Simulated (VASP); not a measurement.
Input of a VASP 6.6.1 run:

Contents of INCAR:

```
SYSTEM = Co
  ALGO = Normal
  EDIFF = 1E-6
  ENCUT = 520
  ISIF = 2
  ISMEAR = -1
  ISPIN = 2
  LASPH = .True.
  LCHARG = .False.
  LMAXMIX = 4
  LORBIT = 11
  LREAL = .False.
  LWAVE = .False.
  MAGMOM = 2 2
  NBANDS = 20
  NELM = 150
  PREC = Accurate
  SIGMA = 0.05
```

Contents of KPOINTS:

```
k-points
0
Gamma
  12 12 7
  0 0 0
```

The input POSCAR:

```
Co
1.0
    2.4719999032      0.0000000000      0.0000000000
   -1.2359999516      2.1408147143      0.0000000000
    0.0000000000      0.0000000000      4.0211440800
Co
2
Direct
    0.6666666667      0.3333333333      0.7500000000
    0.3333333333      0.6666666667      0.2500000000
```

Potentials or basis: VASP PAW LDA potentials, release 64 (Co).

Command:

```sh
$ cat potpaw_LDA.64/Co/POTCAR > POTCAR
$ mpirun -np 1 vasp_std > vasp.out
```

Question: Predict the pressure.

Answer: -15.6 GPa.

Question: What does it give for the net moment?

Answer: 3.02 μB per cell.

Question: Estimate the site moments.

Answer: Co +1.51 μB.

Stress tensor (GPa, compression positive):
```
-14.77   0.00   0.00
  0.00 -14.77   0.00
  0.00   0.00 -17.41
```
